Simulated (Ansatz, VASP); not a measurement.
# One calculation of CoSi, two programs

```
CELL_PARAMETERS angstrom
2.78133 0.00000 0.00000
0.00000 2.78133 0.00000
0.00000 0.00000 2.78133
ATOMIC_POSITIONS crystal
Co 0.00000 0.00000 0.00000
Si 0.50000 0.50000 0.50000
```

Alike in both runs: task single point; functional PBE; k mesh 13 × 13 × 13; occupations fermi-dirac, width 0.05 eV; collinear spin.

```csv
,VASP,Ansatz
version,VASP 6.6.1,Ansatz 0.2.0
potentials or method,"VASP PAW PBE potentials, release 64 (Co, Si), cutoff 520 eV","all-electron PAW with datasets made for the crystal, scalar-relativistic"
```

VASP gave:

```
net moment per atom (μB)                                      : 0.30
size of the moment on the site where the two differ most (μB) : 0.59
```

Problem. Estimate Ansatz's values.

Solution. net moment per atom (μB): 0.31; size of the moment on the site where the two differ most (μB): 0.63.

Site moments also hang on the region over which each program counts them. Ansatz ran all-electron here, and VASP with PAW potentials. Ansatz's warnings: band levels unverified.
